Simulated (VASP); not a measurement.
## Ta2H: single point with PBEsol

The system is Ta2H.

```
Ta H
1.0
     1.74870   -2.41035    0.00000
     1.74870    2.41035    0.00000
     0.00000    0.00000    4.83659
Ta H
2 1
Direct
  0.00000 0.50000 0.26457
  0.50000 0.00000 0.73543
  0.00000 0.00000 0.00000
```

- Program: VASP 6.6.1
- Task: single point
- Functional: PBEsol
- Potentials or basis: VASP PAW PBE potentials, release 64 (Ta_pv, H)
- Cutoff: 520 eV
- k mesh: 10 × 10 × 6
- Occupations: methfessel-paxton, width 0.15 eV
- Spin: no spin polarisation

* Pressure: -13.0 GPa
* Largest force: 0.100 eV/Å

Forces on the atoms (eV/Å):
```
Ta   0.000  0.000  0.100
Ta   0.000  0.000 -0.100
H    0.000  0.000  0.000
```

Stress tensor (GPa, compression positive):
```
-13.18   0.00   0.00
  0.00 -12.88   0.00
  0.00   0.00 -12.83
```

Levels at points of the mesh, in eV from the Fermi level:
| k point | band 9 | band 10 | band 11 | band 12 | band 13 | band 14 |
| --- | --- | --- | --- | --- | --- | --- |
| (0.00, 0.00, 0.00) | -2.99 | -0.66 | 0.20 | 0.25 | 0.78 | 2.81 |
| (0.50, 0.00, 0.00) | -2.52 | -1.64 | -0.81 | -0.77 | 2.61 | 2.79 |
| (0.50, 0.50, 0.00) | -3.56 | -2.19 | -0.21 | 3.23 | 3.59 | 5.47 |
| (0.00, 0.00, 0.50) | -2.04 | -1.12 | -0.72 | 0.36 | 2.13 | 2.71 |
| (0.50, 0.00, 0.50) | -1.63 | -1.51 | -0.60 | 0.73 | 2.77 | 2.86 |
| (0.50, 0.50, 0.50) | -2.81 | -1.93 | 0.22 | 0.27 | 0.70 | 1.45 |

Run time: 44 s on 1 thread of AMD EPYC 9R45 96-Core Processor (Zen 5) (shared host), peak memory 0.18 GiB.

Caveat: the PAW data sets were made with another functional, which shifts forces and pressure a little; spin-orbit coupling is left out, which moves the levels of the heavy elements.
